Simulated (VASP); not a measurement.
# CaDyAs3 (P4mm) in VASP: single point with PBE

Aim: the single point of CaDyAs3 with PBE.

All numbers are computed with VASP 6.6.1; they aren't measurements. Logs are shortened: lines on timing, memory, paths and dates and some standing lists are left out, and cuts for length are marked.

## (1) The cell of the first run

Symmetry: P4mm, No. 99, tetragonal system. The conventional cell has a = 5.340 Å, b = 5.340 Å, c = 5.632 Å, α = 90.00°, β = 90.00°, γ = 90.00°. Ca (site symmetry 4mm) has 6 As at 2.70 to 3.23 Å within 3.6 Å. Dy (site symmetry 4mm) has 8 As at 2.80 to 3.78 Å within 3.8 Å. Within 3.6 Å of As (site symmetry 4mm) lie 2 Ca at 2.70 to 2.93 Å and 4 As at 2.81 Å. Within 3.8 Å of As (site symmetry 2mm) lie 2 Dy at 2.80 Å and 6 As at 2.81 to 3.78 Å and 2 Ca at 3.23 Å.

## (2) Single point, PBE

POSCAR

```
CaDyAs3
1.0
    5.3398023535      0.0000000000      0.0000000000
    0.0000000000      5.3398023535      0.0000000000
    0.0000000000      0.0000000000      5.6319509584
Ca Dy As
1 1 3
Direct
    0.5000000000      0.5000000000      0.3971265267
    0.0000000000      0.0000000000      0.9210763919
    0.5000000000      0.5000000000      0.9170584793
    0.5000000000      0.0000000000      0.0737776261
    0.0000000000      0.5000000000      0.0737776261
```

INCAR.step1

```
SYSTEM = CaDyAs3
PREC = Accurate
ENCUT = 400
EDIFF = 1E-6
ISMEAR = 0
SIGMA = 0.1
LREAL = .FALSE.
LASPH = .TRUE.
NELM = 200
ALGO = Normal
ISIF = 2
LWAVE = .FALSE.
LCHARG = .TRUE.
LMAXMIX = 6
GGA = PE
NBANDS = 25
GGA_COMPAT = .FALSE.
NEDOS = 2001
LORBIT = 11
```

KPOINTS.step1

```
Automatic mesh
0
G
  8 8 8
  0 0 0
```

INCAR.step2

```
SYSTEM = CaDyAs3
PREC = Accurate
ENCUT = 400
EDIFF = 1E-6
ISMEAR = -5
SIGMA = 0.1
LREAL = .FALSE.
LASPH = .TRUE.
NELM = 200
ALGO = Normal
ISIF = 2
LWAVE = .FALSE.
LCHARG = .FALSE.
LMAXMIX = 6
GGA = PE
LORBIT = 11
NEDOS = 1001
ICHARG = 11
GGA_COMPAT = .FALSE.
```

KPOINTS.step2

```
Automatic mesh
0
G
  12 12 12
  0 0 0
```

Potentials or basis: VASP PAW PBE potentials, release 64 (Ca_sv, Dy_3, As), 4f in core.

Run with:

```sh
> cat potpaw_PBE.64/Ca_sv/POTCAR potpaw_PBE.64/Dy_3/POTCAR potpaw_PBE.64/As/POTCAR > POTCAR
> cp INCAR.step1 INCAR
> cp KPOINTS.step1 KPOINTS
> mpirun -np 1 vasp_std > vasp.out
> cp INCAR.step2 INCAR
> cp KPOINTS.step2 KPOINTS
> mpirun -np 1 vasp_std > vasp.out
```

OUTCAR:

```text
SYSTEM = CaDyAs3
   PREC = Accurate
   ENCUT = 400
   EDIFF = 1E-6
   ISMEAR = -5
   LREAL = .FALSE.
   LASPH = .TRUE.
   NELM = 200
   ISIF = 2
   GGA = PE
   LORBIT = 11
   ICHARG = 11

 ion  position               nearest neighbor table
   1  0.500  0.500  0.397-   3 2.70   3 2.93
   2  0.000  0.000  0.921-   4 2.80   5 2.80   5 2.80   4 2.80
   3  0.500  0.500  0.917-   1 2.70   4 2.81   5 2.81   4 2.81   5 2.81   1 2.93
   4  0.500  0.000  0.074-   2 2.80   2 2.80   3 2.81   3 2.81
   5  0.000  0.500  0.074-   2 2.80   2 2.80   3 2.81   3 2.81

  LATTYP: Found a simple tetragonal cell.
 ALAT       =     5.3398023535
 C/A-ratio  =     1.0547115016

  Lattice vectors:

 A1 = (   5.3398023535,   0.0000000000,   0.0000000000)
 A2 = (   0.0000000000,   5.3398023535,   0.0000000000)
 A3 = (   0.0000000000,   0.0000000000,   5.6319509584)

Analysis of symmetry for initial positions (statically):
=====================================================================
 Subroutine PRICEL returns:
 Original cell was already a primitive cell.

 Routine SETGRP: Setting up the symmetry group for a
 simple tetragonal supercell.

 Subroutine GETGRP returns: Found  8 space group operations
 (whereof  8 operations were pure point group operations)
 out of a pool of 16 trial point group operations.

The static configuration has the point symmetry C_4v.

Analysis of symmetry for dynamics (positions and initial velocities):
=====================================================================
 Subroutine PRICEL returns:
 Original cell was already a primitive cell.

 Routine SETGRP: Setting up the symmetry group for a
 simple tetragonal supercell.

 Subroutine GETGRP returns: Found  8 space group operations
 (whereof  8 operations were pure point group operations)
 out of a pool of 16 trial point group operations.

The dynamic configuration has the point symmetry C_4v.

 Subroutine INISYM returns: Found  8 space group operations
 (whereof  8 operations are pure point group operations),
 and found     1 'primitive' translations

----------------------------------------------------------------------------------------

                                     Primitive cell

  volume of cell :     160.5866

  direct lattice vectors                    reciprocal lattice vectors
     5.339802353  0.000000000  0.000000000     0.187272849  0.000000000  0.000000000
     0.000000000  5.339802353  0.000000000     0.000000000  0.187272849  0.000000000
     0.000000000  0.000000000  5.631950958     0.000000000  0.000000000  0.177558364

  length of vectors
     5.339802353  5.339802353  5.631950958     0.187272849  0.187272849  0.177558364

  position of ions in fractional coordinates (direct lattice)
     0.500000000  0.500000000  0.397126527
     0.000000000  0.000000000  0.921076392
     0.500000000  0.500000000  0.917058479
     0.500000000  0.000000000  0.073777626
     0.000000000  0.500000000  0.073777626

  ion indices of the primitive-cell ions
   primitive index   ion index
                 1           1
                 2           2
                 3           3
                 4           4
                 5           5

----------------------------------------------------------------------------------------

 KPOINTS: Automatic mesh

Automatic generation of k-mesh.
 Grid dimensions read from file:
 generate k-points for:   12   12   12

 Generating k-lattice:

  Cartesian coordinates                     Fractional coordinates (reciprocal lattice)
     0.015606071  0.000000000  0.000000000     0.083333333  0.000000000  0.000000000
     0.000000000  0.015606071  0.000000000     0.000000000  0.083333333  0.000000000
     0.000000000  0.000000000  0.014796530     0.000000000  0.000000000  0.083333333

  Length of vectors
     0.015606071  0.015606071  0.014796530

  Shift w.r.t. Gamma in fractional coordinates (k-lattice)
     0.000000000  0.000000000  0.000000000

 TETIRR: Found   2592 inequivalent tetrahedra from    10368

 Subroutine IBZKPT returns following result:
 ===========================================

 Found    196 irreducible k-points:

 Following reciprocal coordinates:
            Coordinates               Weight
  0.000000  0.000000  0.000000      1.000000
  0.083333  0.000000  0.000000      4.000000
  0.166667  0.000000  0.000000      4.000000
  0.250000  0.000000  0.000000      4.000000
  0.333333  0.000000  0.000000      4.000000
  0.416667  0.000000  0.000000      4.000000
[... 16 lines left out ...]
  0.333333  0.333333  0.000000      4.000000
  0.416667  0.333333  0.000000      8.000000
 [... further k-points ...]
   k-points           NKPTS =    196   k-points in BZ     NKDIM =    196   number of bands    NBANDS=     21
   number of dos      NEDOS =   1001   number of ions     NIONS =      5
   total plane-waves  NPLWV =  51840
   dimension x,y,z NGX =    36 NGY =   36 NGZ =   40
   dimension x,y,z NGXF=    72 NGYF=   72 NGZF=   80
   ions per type =               1   1   3
   NGX,Y,Z   is equivalent  to a cutoff of  11.21, 11.21, 11.81 a.u.
   NGXF,Y,Z  is equivalent  to a cutoff of  22.42, 22.42, 23.61 a.u.
 SYSTEM =  CaDyAs3
   PREC   = accura    normal or accurate (medium, high low for compatibility)
   ISTART =      0    job   : 0-new  1-cont  2-samecut
   ICHARG =     11    charge: 1-file 2-atom 10-const
   ISPIN  =      1    spin polarized calculation?
   LNONCOLLINEAR =      F non collinear calculations
   LSORBIT =      F    spin-orbit coupling
   LASPH  =      T    aspherical Exc in radial PAW
   ENCUT  =  400.0 eV  29.40 Ry    5.42 a.u.   8.71  8.71  9.18*2*pi/ulx,y,z
   NELM   =    200;   NELMIN=  2; NELMDL=  0     # of ELM steps
   EDIFF  = 0.1E-05   stopping-criterion for ELM
   LREAL  =      F    real-space projection
[... 7 lines left out ...]
   TEBEG  =    0.0;   TEEND  =   0.0 temperature during run
   PSTRESS=    0.0 pullay stress
   NELECT =      34.0000    total number of electrons
   NUPDOWN=      -1.0000    fix difference up-down
   EMIN   =  10.00;   EMAX   =-10.00  energy-range for DOS
   EFERMI =   0.00;   METHOD = LEGACY
   ISMEAR =    -5;   SIGMA  =   0.10  broadening in eV -4-tet -1-fermi 0-gaus
   EFERMI_NEDOS =   21; number of points for ismear=-14 and -15
   IALGO  =     38    algorithm
   IMIX   =      4    mixing-type and parameters
     AMIX     =   0.40;   BMIX     =  1.00
     AMIX_MAG =   1.60;   BMIX_MAG =  1.00
  volume/ion in A,a.u.               =      32.12       216.74
  Fermi-wavevector in a.u.,A,eV,Ry     =   0.975734  1.843870 12.953517  0.952057
  Thomas-Fermi vector in A             =   2.106297
   LORBIT       =     11    0 simple, 1 ext, 2 COOP (PROOUT), +10 PAW based schemes
   GGA     = PE    functional components
   LHFCALC =     F    Hartree Fock is set to
   AEXX    =    0.0000 exact exchange contribution
   IVDW    =     0    specifies the selected vdW correction
   LEPSILON=     F    determine dielectric tensor
   LRPA    =     F    only Hartree local field effects (RPA)
 non-spin polarized calculation
 Fermi weights with tetrahedron method with Bloechl corrections
  energy-cutoff  :      400.00
  volume of cell :      160.59
 maximum number of plane-waves:      2947
 NGX is ok and might be reduce to    36

 number of electron      33.9999995 magnetization

 Free energy of the ion-electron system (eV)
  ---------------------------------------------------
  ext. energy  EPLUGINS =         0.00000000
  ---------------------------------------------------
  free energy    TOTEN  =       -22.69831700 eV

  energy without entropy =      -22.69831700  energy(sigma->0) =      -22.69831700

 E-fermi :   2.9217     XC(G=0):  -8.3320

 val. band max:        3.0070803194   @ k =   0.5000   0.0833   0.2500
 cond. band min:       2.9090239500   @ k =   0.5000   0.0000   0.0000
 fundamental gap:     -0.0980563694
 Fermi energy:         2.9217377143

 k-point     1 :       0.0000    0.0000    0.0000
  band No.  band energies     occupation
      1     -38.8755      2.00000
      2     -21.4936      2.00000
      3     -21.1957      2.00000
      4     -21.1957      2.00000
      5     -19.9352      2.00000
      6     -19.9352      2.00000
[... 13 lines left out ...]
     20       4.0084      0.00000
     21       4.0084      0.00000

 k-point     2 :       0.0833    0.0000    0.0000
  band No.  band energies     occupation
      1     -38.8755      2.00000
      2     -21.4935      2.00000
      3     -21.1967      2.00000
      4     -21.1957      2.00000
      5     -19.9354      2.00000
      6     -19.9352      2.00000
[... 13 lines left out ...]
     20       4.0370      0.00000
     21       4.2019      0.00000

 k-point     3 :       0.1667    0.0000    0.0000
  band No.  band energies     occupation
      1     -38.8755      2.00000
      2     -21.4934      2.00000
      3     -21.1995      2.00000
      4     -21.1955      2.00000
      5     -19.9360      2.00000
      6     -19.9352      2.00000
[... 13 lines left out ...]
     20       4.1621      0.00000
     21       4.3148      0.00000

 k-point     4 :       0.2500    0.0000    0.0000
  band No.  band energies     occupation
      1     -38.8755      2.00000
      2     -21.4933      2.00000
      3     -21.2034      2.00000
      4     -21.1953      2.00000
      5     -19.9368      2.00000
      6     -19.9352      2.00000
[... 13 lines left out ...]
     20       4.2340      0.00000
     21       4.4361      0.00000

 k-point     5 :       0.3333    0.0000    0.0000
  band No.  band energies     occupation
      1     -38.8754      2.00000
      2     -21.4931      2.00000
      3     -21.2072      2.00000
      4     -21.1950      2.00000
      5     -19.9377      2.00000
      6     -19.9351      2.00000
[... 13 lines left out ...]
     20       4.1230      0.00000
     21       4.2041      0.00000

 k-point     6 :       0.4167    0.0000    0.0000
  band No.  band energies     occupation
      1     -38.8754      2.00000
      2     -21.4930      2.00000
      3     -21.2100      2.00000
      4     -21.1949      2.00000
      5     -19.9382      2.00000
      6     -19.9351      2.00000
[... 13 lines left out ...]
     20       4.1054      0.00000
     21       4.1975      0.00000

 k-point     7 :       0.5000    0.0000    0.0000
  band No.  band energies     occupation
      1     -38.8754      2.00000
      2     -21.4929      2.00000
      3     -21.2110      2.00000
      4     -21.1948      2.00000
      5     -19.9385      2.00000
      6     -19.9351      2.00000
[... 13 lines left out ...]
     20       4.0525      0.00000
     21       4.2286      0.00000
[... 291 lines left out ...]
      1     -38.8754      2.00000
      2     -21.4928      2.00000
      3     -21.2067      2.00000
      4     -21.2026      2.00000
      5     -19.9375      2.00000
      6     -19.9367      2.00000
[... 13 lines left out ...]
     20       4.0198      0.00000
     21       4.6796      0.00000

 k-point    21 :       0.4167    0.2500    0.0000
  band No.  band energies     occupation
      1     -38.8754      2.00000
      2     -21.4927      2.00000
      3     -21.2095      2.00000
      4     -21.2025      2.00000
      5     -19.9381      2.00000
      6     -19.9366      2.00000
[... 13 lines left out ...]
     20       3.9442      0.00000
     21       4.6606      0.00000

 k-point    22 :       0.5000    0.2500    0.0000
  band No.  band energies     occupation
      1     -38.8754      2.00000
      2     -21.4927      2.00000
      3     -21.2105      2.00000
      4     -21.2024      2.00000
      5     -19.9383      2.00000
      6     -19.9366      2.00000
[... 13 lines left out ...]
     20       3.8146      0.00000
     21       4.4456      0.00000

 k-point    23 :       0.3333    0.3333    0.0000
  band No.  band energies     occupation
      1     -38.8754      2.00000
      2     -21.4927      2.00000
      3     -21.2065      2.00000
      4     -21.2064      2.00000
      5     -19.9375      2.00000
      6     -19.9374      2.00000
[... 13 lines left out ...]
     20       3.8748      0.00000
     21       4.7020      0.00000

 k-point    24 :       0.4167    0.3333    0.0000
  band No.  band energies     occupation
      1     -38.8754      2.00000
      2     -21.4926      2.00000
      3     -21.2092      2.00000
      4     -21.2063      2.00000
      5     -19.9380      2.00000
      6     -19.9374      2.00000
[... 13 lines left out ...]
     20       3.8243      0.00000
     21       4.4952      0.00000

 [... further k-points ...]
[... 5 lines left out ...]
  --------------------------------------------------------------------------------------
  -------------------------------------------------------------------------------------
  Total        0.5410830      0.5410830      0.5347311      0.0000000      0.0000000      0.0000000
  in kB        5.3984024      5.3984024      5.3350290      0.0000000      0.0000000      0.0000000
  external PRESSURE =       5.3772779 kB  Pullay stress =       0.0000000 kB

 VOLUME and BASIS-vectors are now :
 -----------------------------------------------------------------------------
  energy-cutoff  :      400.00
  volume of cell :      160.59
      direct lattice vectors                 reciprocal lattice vectors
     5.339802353  0.000000000  0.000000000     0.187272849  0.000000000  0.000000000
     0.000000000  5.339802353  0.000000000     0.000000000  0.187272849  0.000000000
     0.000000000  0.000000000  5.631950958     0.000000000  0.000000000  0.177558364

 POSITION                                       TOTAL-FORCE (eV/Angst)
 -----------------------------------------------------------------------------------
      2.66990      2.66990      2.23660         0.000000      0.000000     -0.106247
      0.00000      0.00000      5.18746         0.000000     -0.000000     -0.023301
      2.66990      2.66990      5.16483         0.000000     -0.000000      0.146348
      2.66990      0.00000      0.41551         0.000000     -0.000000     -0.008400
      0.00000      2.66990      0.41551         0.000000     -0.000000     -0.008400
 -----------------------------------------------------------------------------------
    total drift:                                0.000000      0.000000     -0.003327

  FREE ENERGIE OF THE ION-ELECTRON SYSTEM (eV)
  ---------------------------------------------------
  free  energy   TOTEN  =       -22.6983170013 eV

  energy  without entropy=      -22.6983170013  energy(sigma->0) =      -22.69831700

 total charge

# of ion       s       p       d       tot
------------------------------------------
    1        2.037   5.841   0.261   8.139
    2        0.335   6.452   1.101   7.887
    3        1.318   1.358   0.038   2.713
    4        1.245   1.519   0.020   2.784
    5        1.245   1.519   0.020   2.784
--------------------------------------------------
tot          6.180  16.688   1.438  24.307
```

Wall time 4.8 min (1 thread of AMD EPYC 9R45 (Zen 5), shared host); peak memory 0.59 GiB.

Results:

```yaml
Valence_electrons_inside_the_program's_atomic_spheres: Ca 8.14; Dy 7.89; As 2.71, 2.78 (each value once)
```

Caveat: spin-orbit coupling is left out, which moves the levels of the heavy elements; the 4f electrons are frozen in the core, so they carry no moment and show no levels.
